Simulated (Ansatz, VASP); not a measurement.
FeO in VASP and in Ansatz

INCAR

```
PREC = Accurate ; ENCUT = 600
EDIFF = 1E-6 ; ISMEAR = -1
SIGMA = 0.05 ; LREAL = F
LASPH = T ; NELM = 200
ALGO = Normal ; ISIF = 2
LWAVE = F ; LCHARG = F
ISPIN = 2 ; MAGMOM = 3 0
LORBIT = 11 ; LMAXMIX = 4
GGA = PE ; NBANDS = 22
GGA_COMPAT = F
```

File KPOINTS:

```
Automatic mesh
0
Gamma
  10 10 10
```

POSCAR

```
FeO
1.0
    2.6124696300      0.0000000000      0.0000000000
    0.0000000000      2.6124696300      0.0000000000
    0.0000000000      0.0000000000      2.6124696300
Fe O
1 1
Direct
    0.0000000000      0.0000000000      0.0000000000
    0.5000000000      0.5000000000      0.5000000000
```

The input input.yaml:

```yaml
crystal:
  lattice:
    - [2.61246963, 0.0, 0.0]
    - [0.0, 2.61246963, 0.0]
    - [0.0, 0.0, 2.61246963]
  atoms:
    - { symbol: Fe, position: [0.0, 0.0, 0.0], spin: 3.0 }
    - { symbol: O, position: [0.5, 0.5, 0.5] }
hamiltonian:
  xc: pbe
  pseudopotentials: { kind: paw }
magnetization:
  spin_polarized: true
kpoints:
  mp_grid: { grid: [10, 10, 10] }
scf:
  occupations: { method: fermi_dirac, width: 0.05 }
output:
  forces: true
  stress: true
  eigenvalues: true
  write_density: true
  write_potential: true
  elf: true
  volumetric_format: npy
```

Alike in both runs: task single point; functional PBE; k mesh 10 × 10 × 10; occupations fermi-dirac, width 0.05 eV; collinear spin.

```csv
,VASP,Ansatz
version,VASP 6.6.1,Ansatz 0.2.0
potentials or method,"VASP PAW PBE potentials, release 64 (Fe_sv, O)",Ansatz PAW
plane-wave cutoff (eV),600,420
valence electrons in the cell,22,22
```

|  | VASP | Ansatz | Ansatz less VASP |
| --- | --- | --- | --- |
| gap on the k mesh at the Fermi level (eV) | none | none | - |
| pressure (GPa) | 6.7 | 9.3 | +2.58 |
| net moment per atom (μB) | 2.00 | 2.00 | 0.000 |
| size of the moment on the site where the two differ most (μB) | 0.37 | 0.40 | +0.033 |

Site moments also hang on the region over which each program counts them. A gap of «none» marks a metal or a gap that the smearing closes. With one functional, cell and mesh, what is left measures potentials, basis and numerics.
